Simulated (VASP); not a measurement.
# PtPbS3 (Pm-3m) in VASP: notebook

The runs below take PtPbS3 through single point, relaxation of cell and atoms, with PBE.

Everything below comes from runs of VASP 6.6.1. Logs are shortened: lines on timing, memory, paths and dates and some standing lists are left out, and cuts for length are marked.

### Step 1. The cell of the first run

Symmetry: Pm-3m, No. 221, cubic system. The conventional cell has a = 4.788 Å, b = 4.788 Å, c = 4.788 Å, α = 90.00°, β = 90.00°, γ = 90.00°. Within 3.2 Å of Pt (site symmetry m-3m) lie 6 S at 2.39 Å. Within 4.5 Å of Pb (site symmetry m-3m) lie 12 S at 3.39 Å and 8 Pt at 4.15 Å. S (site symmetry 4/mmm) has 2 Pt at 2.39 Å within 3.2 Å.

### Step 2. Single point, PBE

Input file INCAR:

```
PREC = Accurate ; ENCUT = 520
EDIFF = 1E-6 ; ISMEAR = 0
SIGMA = 0.1 ; LREAL = F
LASPH = T ; NELM = 100
ALGO = Normal ; ISIF = 2
LWAVE = F ; LCHARG = F
GGA = PE ; NBANDS = 29
```

Input file KPOINTS:

```
regular mesh
0
Gamma
  8 8 8
```

Input file POSCAR:

```
PtPbS3
1.0
    4.7879141343      0.0000000000      0.0000000000
    0.0000000000      4.7879141343      0.0000000000
    0.0000000000      0.0000000000      4.7879141343
Pt Pb S
1 1 3
Direct
    0.0000000000      0.0000000000      0.0000000000
    0.5000000000      0.5000000000      0.5000000000
    0.5000000000      0.0000000000      0.0000000000
    0.0000000000      0.5000000000      0.0000000000
    0.0000000000      0.0000000000      0.5000000000
```

Potentials or basis: VASP PAW PBE potentials, release 64 (Pt, Pb_d, S).

Launch:

```bash
$ cat potpaw_PBE.64/Pt/POTCAR potpaw_PBE.64/Pb_d/POTCAR potpaw_PBE.64/S/POTCAR > POTCAR
$ mpirun -np 1 vasp_std > vasp.out
```

OUTCAR:

```text
PREC = Accurate
   ENCUT = 520
   EDIFF = 1E-6
   ISMEAR = 0
   LREAL = F
   LASPH = T
   NELM = 100
   ISIF = 2
   GGA = PE

 ion  position               nearest neighbor table
   1  0.000  0.000  0.000-   3 2.39   4 2.39   5 2.39   5 2.39   4 2.39   3 2.39
   2  0.500  0.500  0.500-   3 3.39   4 3.39   5 3.39   3 3.39   4 3.39   3 3.39   5 3.39   3 3.39
                             4 3.39   5 3.39   4 3.39   5 3.39
   3  0.500  0.000  0.000-   1 2.39   1 2.39   2 3.39   2 3.39   2 3.39   2 3.39
   4  0.000  0.500  0.000-   1 2.39   1 2.39   2 3.39   2 3.39   2 3.39   2 3.39
   5  0.000  0.000  0.500-   1 2.39   1 2.39   2 3.39   2 3.39   2 3.39   2 3.39

  LATTYP: Found a simple cubic cell.
 ALAT       =     4.7879141343

  Lattice vectors:

 A1 = (   4.7879141343,   0.0000000000,   0.0000000000)
 A2 = (   0.0000000000,   4.7879141343,   0.0000000000)
 A3 = (   0.0000000000,   0.0000000000,   4.7879141343)

Analysis of symmetry for initial positions (statically):
=====================================================================
 Subroutine PRICEL returns:
 Original cell was already a primitive cell.

 Routine SETGRP: Setting up the symmetry group for a
 simple cubic supercell.

 Subroutine GETGRP returns: Found 48 space group operations
 (whereof 48 operations were pure point group operations)
 out of a pool of 48 trial point group operations.

The static configuration has the point symmetry O_h .

Analysis of symmetry for dynamics (positions and initial velocities):
=====================================================================
 Subroutine PRICEL returns:
 Original cell was already a primitive cell.

 Routine SETGRP: Setting up the symmetry group for a
 simple cubic supercell.

 Subroutine GETGRP returns: Found 48 space group operations
 (whereof 48 operations were pure point group operations)
 out of a pool of 48 trial point group operations.

The dynamic configuration has the point symmetry O_h .

 Subroutine INISYM returns: Found 48 space group operations
 (whereof 48 operations are pure point group operations),
 and found     1 'primitive' translations

----------------------------------------------------------------------------------------

                                     Primitive cell

  volume of cell :     109.7587

  direct lattice vectors                    reciprocal lattice vectors
     4.787914134  0.000000000  0.000000000     0.208859218  0.000000000  0.000000000
     0.000000000  4.787914134  0.000000000     0.000000000  0.208859218  0.000000000
     0.000000000  0.000000000  4.787914134     0.000000000  0.000000000  0.208859218

  length of vectors
     4.787914134  4.787914134  4.787914134     0.208859218  0.208859218  0.208859218

  position of ions in fractional coordinates (direct lattice)
     0.000000000  0.000000000  0.000000000
     0.500000000  0.500000000  0.500000000
     0.500000000  0.000000000  0.000000000
     0.000000000  0.500000000  0.000000000
     0.000000000  0.000000000  0.500000000

  ion indices of the primitive-cell ions
   primitive index   ion index
                 1           1
                 2           2
                 3           3
                 4           4
                 5           5

----------------------------------------------------------------------------------------

 KPOINTS: regular mesh

Automatic generation of k-mesh.
 Grid dimensions read from file:
 generate k-points for:    8    8    8

 Generating k-lattice:

  Cartesian coordinates                     Fractional coordinates (reciprocal lattice)
     0.026107402  0.000000000  0.000000000     0.125000000  0.000000000  0.000000000
     0.000000000  0.026107402  0.000000000     0.000000000  0.125000000  0.000000000
     0.000000000  0.000000000  0.026107402     0.000000000  0.000000000  0.125000000

  Length of vectors
     0.026107402  0.026107402  0.026107402

  Shift w.r.t. Gamma in fractional coordinates (k-lattice)
     0.000000000  0.000000000  0.000000000

 Subroutine IBZKPT returns following result:
 ===========================================

 Found     35 irreducible k-points:

 Following reciprocal coordinates:
            Coordinates               Weight
  0.000000  0.000000  0.000000      1.000000
  0.125000  0.000000  0.000000      6.000000
  0.250000  0.000000  0.000000      6.000000
  0.375000  0.000000  0.000000      6.000000
  0.500000  0.000000  0.000000      3.000000
  0.125000  0.125000  0.000000     12.000000
[... 16 lines left out ...]
  0.375000  0.375000  0.125000     24.000000
  0.500000  0.375000  0.125000     24.000000
 [... further k-points ...]
   k-points           NKPTS =     35   k-points in BZ     NKDIM =     35   number of bands    NBANDS=     29
   number of dos      NEDOS =    301   number of ions     NIONS =      5
   total plane-waves  NPLWV =  46656
   dimension x,y,z NGX =    36 NGY =   36 NGZ =   36
   dimension x,y,z NGXF=    72 NGYF=   72 NGZF=   72
   ions per type =               1   1   3
   NGX,Y,Z   is equivalent  to a cutoff of  12.50, 12.50, 12.50 a.u.
   NGXF,Y,Z  is equivalent  to a cutoff of  25.00, 25.00, 25.00 a.u.
 SYSTEM =  unknown system
   PREC   = accura    normal or accurate (medium, high low for compatibility)
   ISTART =      0    job   : 0-new  1-cont  2-samecut
   ICHARG =      2    charge: 1-file 2-atom 10-const
   ISPIN  =      1    spin polarized calculation?
   LNONCOLLINEAR =      F non collinear calculations
   LSORBIT =      F    spin-orbit coupling
   LASPH  =      T    aspherical Exc in radial PAW
   ENCUT  =  520.0 eV  38.22 Ry    6.18 a.u.   8.90  8.90  8.90*2*pi/ulx,y,z
   NELM   =    100;   NELMIN=  2; NELMDL= -5     # of ELM steps
   EDIFF  = 0.1E-05   stopping-criterion for ELM
   LREAL  =      F    real-space projection
   EDIFFG = 0.1E-04   stopping-criterion for IOM
   NSW    =      0    number of steps for IOM
   IBRION =     -1    ionic relax: 0-MD 1-quasi-New 2-CG
   NFREE  =      0    steps in history (QN), initial steepest desc. (CG)
   ISIF   =      2    stress and relaxation
   ISYM   =      2    0-nonsym 1-usesym 2-fastsym
   POTIM  = 0.5000    time-step for ionic-motion
   TEBEG  =    0.0;   TEEND  =   0.0 temperature during run
   PSTRESS=    0.0 pullay stress
   NELECT =      42.0000    total number of electrons
   NUPDOWN=      -1.0000    fix difference up-down
   EMIN   =  10.00;   EMAX   =-10.00  energy-range for DOS
   EFERMI =   0.00;   METHOD = LEGACY
   ISMEAR =     0;   SIGMA  =   0.10  broadening in eV -4-tet -1-fermi 0-gaus
   EFERMI_NEDOS =   21; number of points for ismear=-14 and -15
   IALGO  =     38    algorithm
   IMIX   =      4    mixing-type and parameters
     AMIX     =   0.40;   BMIX     =  1.00
     AMIX_MAG =   1.60;   BMIX_MAG =  1.00
  volume/ion in A,a.u.               =      21.95       148.14
  Fermi-wavevector in a.u.,A,eV,Ry     =   1.188534  2.246003 19.219764  1.412613
  Thomas-Fermi vector in A             =   2.324661
   LORBIT       =      0    0 simple, 1 ext, 2 COOP (PROOUT), +10 PAW based schemes
   GGA     = PE    functional components
   LHFCALC =     F    Hartree Fock is set to
   AEXX    =    0.0000 exact exchange contribution
   IVDW    =     0    specifies the selected vdW correction
   LEPSILON=     F    determine dielectric tensor
   LRPA    =     F    only Hartree local field effects (RPA)
 non-spin polarized calculation
 Gauss-broadening in eV      SIGMA  =   0.10
  energy-cutoff  :      520.00
  volume of cell :      109.76
 maximum number of plane-waves:      3016
 NGX is ok and might be reduce to    36
   NGX = 17   NGY = 17   NGZ = 17

 number of electron      42.0000013 magnetization

 Free energy of the ion-electron system (eV)
  ---------------------------------------------------
  ext. energy  EPLUGINS =         0.00000000
  ---------------------------------------------------
  free energy    TOTEN  =       -21.48808181 eV

  energy without entropy =      -21.45640880  energy(sigma->0) =      -21.47224531

 E-fermi :   5.4298     XC(G=0): -10.1831

 val. band max:        5.4232646477   @ k =   0.5000   0.2500   0.0000
 cond. band min:       5.4616771818   @ k =   0.5000   0.2500   0.2500
 fundamental gap:      0.0384125341
 Fermi energy:         5.4297880907

 k-point     1 :       0.0000    0.0000    0.0000
  band No.  band energies     occupation
      1     -11.2829      2.00000
      2     -11.2829      2.00000
      3     -11.2682      2.00000
      4     -11.2682      2.00000
      5     -11.2682      2.00000
      6      -8.3128      2.00000
[... 21 lines left out ...]
     28      11.3058      0.00000
     29      11.3058      0.00000

 k-point     2 :       0.1250    0.0000    0.0000
  band No.  band energies     occupation
      1     -11.2823      2.00000
      2     -11.2812      2.00000
      3     -11.2689      2.00000
      4     -11.2689      2.00000
      5     -11.2681      2.00000
      6      -8.2449      2.00000
[... 21 lines left out ...]
     28      11.5822      0.00000
     29      11.7406      0.00000

 k-point     3 :       0.2500    0.0000    0.0000
  band No.  band energies     occupation
      1     -11.2807      2.00000
      2     -11.2768      2.00000
      3     -11.2707      2.00000
      4     -11.2707      2.00000
      5     -11.2680      2.00000
      6      -8.0612      2.00000
[... 21 lines left out ...]
     28      12.3313      0.00000
     29      12.6210      0.00000

 k-point     4 :       0.3750    0.0000    0.0000
  band No.  band energies     occupation
      1     -11.2791      2.00000
      2     -11.2725      2.00000
      3     -11.2724      2.00000
      4     -11.2724      2.00000
      5     -11.2679      2.00000
      6      -7.8331      2.00000
[... 597 lines left out ...]
     28      13.7671      0.00000
     29      14.0894      0.00000

 k-point    23 :       0.3750    0.3750    0.1250
  band No.  band energies     occupation
      1     -11.2839      2.00000
      2     -11.2740      2.00000
      3     -11.2739      2.00000
      4     -11.2721      2.00000
      5     -11.2647      2.00000
      6      -7.2662      2.00000
[... 21 lines left out ...]
     28      13.6837      0.00000
     29      13.9287      0.00000

 k-point    24 :       0.5000    0.3750    0.1250
  band No.  band energies     occupation
      1     -11.2858      2.00000
      2     -11.2747      2.00000
      3     -11.2738      2.00000
      4     -11.2717      2.00000
      5     -11.2632      2.00000
      6      -7.1442      2.00000
[... 21 lines left out ...]
     28      13.1436      0.00000
     29      13.8905      0.00000

 [... further k-points ...]

------------------------ aborting loop because EDIFF is reached ----------------------------------------

  FORCE on cell =-STRESS in cart. coord.  units (eV):
  Direction    XX          YY          ZZ          XY          YZ          ZX
  --------------------------------------------------------------------------------------
  -------------------------------------------------------------------------------------
  Total       -0.1129732     -0.1129732     -0.1129732      0.0000000      0.0000000     -0.0000000
  in kB       -1.6490995     -1.6490995     -1.6490995      0.0000000      0.0000000     -0.0000000
  external PRESSURE =      -1.6490995 kB  Pullay stress =       0.0000000 kB

 VOLUME and BASIS-vectors are now :
 -----------------------------------------------------------------------------
  energy-cutoff  :      520.00
  volume of cell :      109.76
      direct lattice vectors                 reciprocal lattice vectors
     4.787914134  0.000000000  0.000000000     0.208859218  0.000000000  0.000000000
     0.000000000  4.787914134  0.000000000     0.000000000  0.208859218  0.000000000
     0.000000000  0.000000000  4.787914134     0.000000000  0.000000000  0.208859218

 POSITION                                       TOTAL-FORCE (eV/Angst)
 -----------------------------------------------------------------------------------
      0.00000      0.00000      0.00000         0.000000      0.000000      0.000000
      2.39396      2.39396      2.39396         0.000000      0.000000      0.000000
      2.39396      0.00000      0.00000         0.000000      0.000000      0.000000
      0.00000      2.39396      0.00000         0.000000      0.000000      0.000000
      0.00000      0.00000      2.39396         0.000000      0.000000      0.000000
 -----------------------------------------------------------------------------------
    total drift:                                0.000000      0.000000      0.000000

  FREE ENERGIE OF THE ION-ELECTRON SYSTEM (eV)
  ---------------------------------------------------
  free  energy   TOTEN  =       -21.4880818099 eV

  energy  without entropy=      -21.4564088019  energy(sigma->0) =      -21.47224531
```

Wall time 82 s (1 thread of Intel Xeon Platinum 8259CL at 2.50GHz (Skylake/Cascade Lake), shared host); peak memory 0.27 GiB.

What came out:

| Property | Result |
| --- | --- |
| Free energy | -21.4881 eV |
| Pressure | -0.2 GPa |
| Band gap on the k mesh | zero (band 21 reaches 5.74 eV, above the bottom of band 22 at 4.58 eV) |

Caveat: spin-orbit coupling is left out, which moves the levels of the heavy elements.

(Part 1 of 2 ends here.)
